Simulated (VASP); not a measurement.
# Nd2ScCl2 (P-3m1) in VASP: further runs

Nd2ScCl2 is run at these levels: PBE; tasks: single point.

Program: VASP 6.6.1. These are calculated values, not measurements. Logs are shortened: lines on timing, memory, paths and dates and some standing lists are left out, and cuts for length are marked.

### 1 The cell of the first run

Symmetry: P-3m1, No. 164, trigonal system. The conventional cell has a = 4.762 Å, b = 4.762 Å, c = 7.508 Å, α = 90.00°, β = 90.00°, γ = 120.00°. Nd (site symmetry 3m) has 4 Cl at 2.77 to 2.86 Å and 3 Sc at 3.70 Å and 3 Nd at 3.74 Å within 3.8 Å. Within 4.8 Å of Sc (site symmetry -3m) lie 6 Cl at 3.50 Å and 6 Nd at 3.70 Å and 6 Sc at 4.76 Å. Cl (site symmetry 3m) has 4 Nd at 2.77 to 2.86 Å and 3 Sc at 3.50 Å within 3.6 Å.

The cell was built from a structure type or drawn by symmetry, and may not be a known phase.

### 2 Single point, PBE, collinear spin

INCAR

```
ALGO = Normal
EDIFF = 1E-6
ENCUT = 500
GGA = PE
GGA_COMPAT = F
ISIF = 2
ISMEAR = 0
ISPIN = 2
KPAR = 4
LASPH = T
LCHARG = T
LMAXMIX = 6
LORBIT = 11
LREAL = F
LVHAR = T
LWAVE = F
MAGMOM = 0 0 0.54 0 0
NBANDS = 36
NELM = 200
PREC = Accurate
SIGMA = 0.1
```

KPOINTS

```
k-points
0
Gamma
  12 12 6
```

POSCAR

```
Nd2ScCl2
1.0
    4.7623903019      0.0000000000      0.0000000000
   -2.3811951510      4.1243509842      0.0000000000
    0.0000000000      0.0000000000      7.5080875334
Nd Sc Cl
2 1 2
Direct
    0.3333333333      0.6666666667      0.6693064672
    0.6666666667      0.3333333333      0.3306935328
    0.0000000000      0.0000000000      0.0000000000
    0.3333333333      0.6666666667      0.2887575026
    0.6666666667      0.3333333333      0.7112424974
```

Potentials or basis: VASP PAW PBE potentials, release 64 (Nd_3, Sc_sv, Cl), 4f in core.

Command:

```console
$ cat potpaw_PBE.64/Nd_3/POTCAR potpaw_PBE.64/Sc_sv/POTCAR potpaw_PBE.64/Cl/POTCAR > POTCAR
$ mpirun -np 4 vasp_std > vasp.out
```

OUTCAR:

```text
EDIFF = 1E-6
   ENCUT = 500
   GGA = PE
   ISIF = 2
   ISMEAR = 0
   ISPIN = 2
   LASPH = T
   LORBIT = 11
   LREAL = F
   NELM = 200
   PREC = Accurate

 ion  position               nearest neighbor table
   1  0.333  0.667  0.669-   5 2.77   5 2.77   5 2.77   4 2.86   2 3.74   2 3.74   2 3.74
   2  0.667  0.333  0.331-   4 2.77   4 2.77   4 2.77   5 2.86   1 3.74   1 3.74   1 3.74
   3  0.000  0.000  0.000-
   4  0.333  0.667  0.289-   2 2.77   2 2.77   2 2.77   1 2.86
   5  0.667  0.333  0.711-   1 2.77   1 2.77   1 2.77   2 2.86

  LATTYP: Found a hexagonal cell.
 ALAT       =     4.7623903019
 C/A-ratio  =     1.5765376329

  Lattice vectors:

 A1 = (   4.7623903019,   0.0000000000,   0.0000000000)
 A2 = (  -2.3811951510,   4.1243509842,   0.0000000000)
 A3 = (   0.0000000000,   0.0000000000,   7.5080875334)

Analysis of symmetry for initial positions (statically):
=====================================================================
 Subroutine PRICEL returns:
 Original cell was already a primitive cell.

 Routine SETGRP: Setting up the symmetry group for a
 hexagonal supercell.

 Subroutine GETGRP returns: Found 12 space group operations
 (whereof 12 operations were pure point group operations)
 out of a pool of 24 trial point group operations.

The static configuration has the point symmetry D_3d.

Analysis of symmetry for dynamics (positions and initial velocities):
=====================================================================
 Subroutine PRICEL returns:
 Original cell was already a primitive cell.

 Routine SETGRP: Setting up the symmetry group for a
 hexagonal supercell.

 Subroutine GETGRP returns: Found 12 space group operations
 (whereof 12 operations were pure point group operations)
 out of a pool of 24 trial point group operations.

The dynamic configuration has the point symmetry D_3d.

Analysis of structural, dynamic, and magnetic symmetry:
=====================================================================
 Subroutine PRICEL returns:
 Original cell was already a primitive cell.

 Routine SETGRP: Setting up the symmetry group for a
 hexagonal supercell.

 Subroutine GETGRP returns: Found 12 space group operations
 (whereof 12 operations were pure point group operations)
 out of a pool of 24 trial point group operations.

The overall configuration has the point symmetry D_3d.

 Subroutine INISYM returns: Found 12 space group operations
 (whereof 12 operations are pure point group operations),
 and found     1 'primitive' translations

----------------------------------------------------------------------------------------

                                     Primitive cell

  volume of cell :     147.4721

  direct lattice vectors                    reciprocal lattice vectors
     4.762390302  0.000000000  0.000000000     0.209978590  0.121231195  0.000000000
    -2.381195151  4.124350984  0.000000000     0.000000000  0.242462391  0.000000000
     0.000000000  0.000000000  7.508087533     0.000000000  0.000000000  0.133189710

  length of vectors
     4.762390302  4.762390302  7.508087533     0.242462391  0.242462391  0.133189710

  position of ions in fractional coordinates (direct lattice)
     0.333333333  0.666666667  0.669306467
     0.666666667  0.333333333  0.330693533
     0.000000000  0.000000000  0.000000000
     0.333333333  0.666666667  0.288757503
     0.666666667  0.333333333  0.711242497

  ion indices of the primitive-cell ions
   primitive index   ion index
                 1           1
                 2           2
                 3           3
                 4           4
                 5           5

----------------------------------------------------------------------------------------

 KPOINTS: k-points

Automatic generation of k-mesh.
 Grid dimensions read from file:
 generate k-points for:   12   12    6

 Generating k-lattice:

  Cartesian coordinates                     Fractional coordinates (reciprocal lattice)
     0.017498216  0.010102600  0.000000000     0.083333333 -0.000000000  0.000000000
     0.000000000  0.020205199  0.000000000     0.000000000  0.083333333  0.000000000
     0.000000000  0.000000000  0.022198285     0.000000000  0.000000000  0.166666667

  Length of vectors
     0.020205199  0.020205199  0.022198285

  Shift w.r.t. Gamma in fractional coordinates (k-lattice)
     0.000000000  0.000000000  0.000000000

 Subroutine IBZKPT returns following result:
 ===========================================

 Found    100 irreducible k-points:

 Following reciprocal coordinates:
            Coordinates               Weight
  0.000000  0.000000  0.000000      1.000000
  0.083333  0.000000  0.000000      6.000000
  0.166667  0.000000  0.000000      6.000000
  0.250000  0.000000  0.000000      6.000000
  0.333333  0.000000  0.000000      6.000000
  0.416667  0.000000  0.000000      6.000000
[... 16 lines left out ...]
  0.166667  0.000000  0.166667      6.000000
  0.000000  0.166667  0.166667      6.000000
 [... further k-points ...]
   k-points           NKPTS =    100   k-points in BZ     NKDIM =    100   number of bands    NBANDS=     36
   number of dos      NEDOS =    301   number of ions     NIONS =      5
   total plane-waves  NPLWV =  72576
   dimension x,y,z NGX =    36 NGY =   36 NGZ =   56
   dimension x,y,z NGXF=    72 NGYF=   72 NGZF=  112
   ions per type =               2   1   2
   NGX,Y,Z   is equivalent  to a cutoff of  12.57, 12.57, 12.40 a.u.
   NGXF,Y,Z  is equivalent  to a cutoff of  25.13, 25.13, 24.80 a.u.
 SYSTEM =  unknown system
   PREC   = accura    normal or accurate (medium, high low for compatibility)
   ISTART =      0    job   : 0-new  1-cont  2-samecut
   ICHARG =      2    charge: 1-file 2-atom 10-const
   ISPIN  =      2    spin polarized calculation?
   LNONCOLLINEAR =      F non collinear calculations
   LSORBIT =      F    spin-orbit coupling
   LASPH  =      T    aspherical Exc in radial PAW
   ENCUT  =  500.0 eV  36.75 Ry    6.06 a.u.   8.68  8.68 13.69*2*pi/ulx,y,z
   NELM   =    200;   NELMIN=  2; NELMDL= -5     # of ELM steps
   EDIFF  = 0.1E-05   stopping-criterion for ELM
   LREAL  =      F    real-space projection
   EDIFFG = 0.1E-04   stopping-criterion for IOM
   NSW    =      0    number of steps for IOM
   IBRION =     -1    ionic relax: 0-MD 1-quasi-New 2-CG
   NFREE  =      0    steps in history (QN), initial steepest desc. (CG)
   ISIF   =      2    stress and relaxation
   ISYM   =      2    0-nonsym 1-usesym 2-fastsym
   POTIM  = 0.5000    time-step for ionic-motion
   TEBEG  =    0.0;   TEEND  =   0.0 temperature during run
   PSTRESS=    0.0 pullay stress
   NELECT =      47.0000    total number of electrons
   NUPDOWN=      -1.0000    fix difference up-down
   EMIN   =  10.00;   EMAX   =-10.00  energy-range for DOS
   EFERMI =   0.00;   METHOD = LEGACY
   ISMEAR =     0;   SIGMA  =   0.10  broadening in eV -4-tet -1-fermi 0-gaus
   EFERMI_NEDOS =   21; number of points for ismear=-14 and -15
   IALGO  =     38    algorithm
   IMIX   =      4    mixing-type and parameters
     AMIX     =   0.40;   BMIX     =  1.00
     AMIX_MAG =   1.60;   BMIX_MAG =  1.00
  volume/ion in A,a.u.               =      29.49       199.04
  Fermi-wavevector in a.u.,A,eV,Ry     =   1.118246  2.113179 17.013743  1.250475
  Thomas-Fermi vector in A             =   2.254876
   LORBIT       =     11    0 simple, 1 ext, 2 COOP (PROOUT), +10 PAW based schemes
   GGA     = PE    functional components
   LHFCALC =     F    Hartree Fock is set to
   AEXX    =    0.0000 exact exchange contribution
   IVDW    =     0    specifies the selected vdW correction
   LEPSILON=     F    determine dielectric tensor
   LRPA    =     F    only Hartree local field effects (RPA)
 spin polarized calculation
 Gauss-broadening in eV      SIGMA  =   0.10
  energy-cutoff  :      500.00
  volume of cell :      147.47
 maximum number of plane-waves:      3776
 NGX is ok and might be reduce to    36
   NGX = 17   NGY = 17   NGZ = 27

 number of electron      46.9999998 magnetization       1.1151570

 Free energy of the ion-electron system (eV)
  ---------------------------------------------------
  ext. energy  EPLUGINS =         0.00000000
  ---------------------------------------------------
  free energy    TOTEN  =       -22.17323046 eV

  energy without entropy =      -22.14642695  energy(sigma->0) =      -22.15982871

 E-fermi :   4.0932     XC(G=0):  -9.2008

 val. band max:        4.0926093089   @ k =   0.0833   0.0833   0.3333
 cond. band min:       4.0935170979   @ k =   0.4167   0.0000   0.1667
 fundamental gap:      0.0009077890
 Fermi energy:         4.0932053063

 spin component 1

 k-point     1 :       0.0000    0.0000    0.0000
  band No.  band energies     occupation
      1     -46.5777      1.00000
      2     -34.3835      1.00000
      3     -34.3282      1.00000
      4     -25.2161      1.00000
      5     -25.2161      1.00000
      6     -25.1687      1.00000
[... 901 lines left out ...]
     34       7.1424      0.00000
     35       7.3963      0.00000

 [... further k-points ...]

 spin component 2

 k-point     1 :       0.0000    0.0000    0.0000
  band No.  band energies     occupation
      1     -46.1493      1.00000
      2     -34.3635      1.00000
      3     -34.3082      1.00000
      4     -24.7835      1.00000
      5     -24.7566      1.00000
      6     -24.7566      1.00000
[... 901 lines left out ...]
     34       7.4008      0.00000
     35       7.5496      0.00000

 [... further k-points ...]

 [bands above 35 left out]

------------------------ aborting loop because EDIFF is reached ----------------------------------------

  FORCE on cell =-STRESS in cart. coord.  units (eV):
  Direction    XX          YY          ZZ          XY          YZ          ZX
  --------------------------------------------------------------------------------------
  -------------------------------------------------------------------------------------
  Total        0.1078798      0.1078798      0.1140800     -0.0000000      0.0000000      0.0000000
  in kB        1.1720360      1.1720360      1.2393964     -0.0000000      0.0000000      0.0000000
  external PRESSURE =       1.1944894 kB  Pullay stress =       0.0000000 kB

 VOLUME and BASIS-vectors are now :
 -----------------------------------------------------------------------------
  energy-cutoff  :      500.00
  volume of cell :      147.47
      direct lattice vectors                 reciprocal lattice vectors
     4.762390302  0.000000000  0.000000000     0.209978590  0.121231195  0.000000000
    -2.381195151  4.124350984  0.000000000     0.000000000  0.242462391  0.000000000
     0.000000000  0.000000000  7.508087533     0.000000000  0.000000000  0.133189710

 POSITION                                       TOTAL-FORCE (eV/Angst)
 -----------------------------------------------------------------------------------
     -0.00000      2.74957      5.02521        -0.000000     -0.000000      0.008572
      2.38120      1.37478      2.48288         0.000000      0.000000     -0.008572
      0.00000      0.00000      0.00000         0.000000      0.000000      0.000000
     -0.00000      2.74957      2.16802         0.000000     -0.000000     -0.005897
      2.38120      1.37478      5.34007        -0.000000      0.000000      0.005897
 -----------------------------------------------------------------------------------
    total drift:                                0.000000     -0.000000     -0.000000

  FREE ENERGIE OF THE ION-ELECTRON SYSTEM (eV)
  ---------------------------------------------------
  free  energy   TOTEN  =       -22.1732304614 eV

  energy  without entropy=      -22.1464269488  energy(sigma->0) =      -22.15982871

 total charge

# of ion       s       p       d       tot
------------------------------------------
    1        2.068   5.813   1.007   8.888
    2        2.068   5.813   1.007   8.888
    3        2.294   5.990   0.971   9.255
    4        1.607   3.507   0.000   5.114
    5        1.607   3.507   0.000   5.114
--------------------------------------------------
tot          9.646  24.629   2.985  37.260

 magnetization (x)

# of ion       s       p       d       tot
------------------------------------------
    1        0.006   0.006   0.030   0.042
    2        0.006   0.006   0.030   0.042
    3        0.009   0.017   0.483   0.510
    4        0.001  -0.000   0.000   0.001
    5        0.001  -0.000   0.000   0.001
--------------------------------------------------
tot          0.024   0.028   0.543   0.595
```

It took 7.4 min on 4 MPI ranks of Intel Xeon Platinum 8259CL at 2.50GHz (Skylake/Cascade Lake), shared host; peak memory 0.85 GiB.

What came out:

```yaml
Free_energy: -22.1732 eV
Pressure: 0.1 GPa
Largest_force: 0.009 eV/Å
Net_moment: 1.12 μB per cell
Site_moments: Nd +0.04; Sc +0.51; Cl +0.00 μB
Valence_electrons_inside_the_program's_atomic_spheres: Nd 8.89; Sc 9.26; Cl 5.11
```

Forces in eV/Å, atoms in the order of the input:
```
Nd   0.000  0.000  0.009
Nd   0.000  0.000 -0.009
Sc   0.000  0.000  0.000
Cl   0.000  0.000 -0.006
Cl   0.000  0.000  0.006
```

Caveat: the magnetic or orbital state may not be the lowest; spin-orbit coupling is left out, which moves the levels of the heavy elements; the 4f electrons are frozen in the core, so they carry no moment and show no levels.

(Continued in part 2 of 2.)
